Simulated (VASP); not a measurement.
## BAs: single point with PBEsol

Crystal: BAs.

```
As B
1.0
     0.00000    2.43535    2.43535
     2.43535    0.00000    2.43535
     2.43535    2.43535    0.00000
As B
1 1
Direct
  0.75000 0.75000 0.75000
  0.00000 0.00000 0.00000
```

This cell differs from its parent crystal: volume scaled by 1.06.

```yaml
Program: VASP 6.6.1
Task: single point
Functional: PBEsol
Potentials_or_basis: VASP PAW PBE potentials, release 64 (As, B)
Cutoff: 520 eV
k_mesh: 10 × 10 × 10
Occupations: fermi-dirac, width 0.05 eV
Spin: no spin polarisation
```

- Pressure: -7.2 GPa
- Band gap on the k mesh: 1.13 eV, indirect (least direct gap 3.17 eV)

Levels at points of the mesh, in eV from the valence-band top:
| k point | band 1 | band 2 | band 3 | band 4 | band 5 | band 6 | band 7 | band 8 | band 9 |
| --- | --- | --- | --- | --- | --- | --- | --- | --- | --- |
| (0.00, 0.00, 0.00) | -14.92 | 0.00 | 0.00 | 0.00 | 3.17 | 3.17 | 3.17 | 3.96 | 9.07 |
| (0.50, 0.00, 0.00) | -12.24 | -8.42 | -1.73 | -1.73 | 2.32 | 4.66 | 4.66 | 8.59 | 12.13 |
| (0.50, 0.50, 0.00) | -11.02 | -8.21 | -3.87 | -3.87 | 1.36 | 1.41 | 10.80 | 10.80 | 12.27 |

Run time: 29 s on 1 thread of Intel(R) Xeon(R) Platinum 8259CL CPU @ 2.50GHz (Skylake/Cascade Lake), on a shared host, peak memory 0.16 GiB.

Caveat: the PAW data sets were made with another functional, which shifts forces and pressure a little. A k mesh can miss the band edges.
